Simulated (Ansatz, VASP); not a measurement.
## Two plane-wave programs on TlW2

```
Tl W
1.0
     0.00000    3.83687    3.83687
     3.83687    0.00000    3.83687
     3.83687    3.83687    0.00000
Tl W
2 4
Direct
  0.12500 0.12500 0.12500
  0.87500 0.87500 0.87500
  0.50000 0.50000 0.50000
  0.50000 0.50000 0.00000
  0.50000 0.00000 0.50000
  0.00000 0.50000 0.50000
```

Alike in both runs: functional r2SCAN; k mesh 7 × 7 × 7; occupations fermi-dirac, width 0.05 eV; no spin polarisation.

Ansatz relaxed the structure, and its values are those at the end. VASP's run is a single point on that final structure, the one shown.

```csv
,VASP,Ansatz
version,VASP 6.6.1,Ansatz 0.2.0
potentials or method,"VASP PAW PBE potentials, release 64 (Tl_d, W_sv)","PAW with Ansatz's default frozen-core files, scalar-relativistic"
plane-wave cutoff (eV),520,500
valence electrons in the cell,82,82
```

```tsv
	VASP	Ansatz	Ansatz less VASP
pressure (GPa)	0.6	0.0	-0.56
```

VASP's potentials were made for PBE, not for r2SCAN.

Neither program's run includes spin-orbit coupling.
